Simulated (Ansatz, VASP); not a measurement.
# One calculation of HfH3F, two programs

```
CELL_PARAMETERS angstrom
3.73727 0.00000 0.00000
0.00000 3.73727 0.00000
0.00000 0.00000 3.73727
ATOMIC_POSITIONS crystal
Hf 0.00000 0.00000 0.00000
H 0.50000 0.50000 0.00000
H 0.00000 0.50000 0.50000
H 0.50000 0.00000 0.50000
F 0.50000 0.50000 0.50000
```

Change from the starting cell: species swapped into the Lu3InN type (Pm-3m, No. 221).

Alike in both runs: task relaxation of cell and atoms; functional PBE; k mesh 3 × 3 × 3; occupations gaussian, width 0.15 eV; no spin polarisation.

|  | VASP | Ansatz |
| --- | --- | --- |
| version | VASP 6.6.1 | Ansatz 0.2.0 |
| potentials or method | VASP PAW PBE potentials, release 64 (Hf_pv, H, F), cutoff 600 eV | scalar-relativistic, plane waves, PAW |
| valence electrons in the cell | 20 | 36 |

|  | VASP | Ansatz | Ansatz less VASP |
| --- | --- | --- | --- |
| gap on the k mesh at the Fermi level, each at its own relaxed structure (eV) | 0.52 | 0.53 | +0.006 |
| relaxed volume (Å³/atom) | 8.63 | 8.66 | +0.024 |
| relaxed cell length with the largest relative difference (Å) | 3.508 | 3.511 | +0.0033 |

VASP's potentials hold 20 valence electrons a cell and Ansatz's 36, so a difference there can come from the potentials and not from the codes.

The k mesh is coarse, so the values compare programs but aren't converged. Spin-orbit coupling is off throughout. Noted on VASP's run: the volume moved by over 15 % at a fixed basis, so the end points are rough.
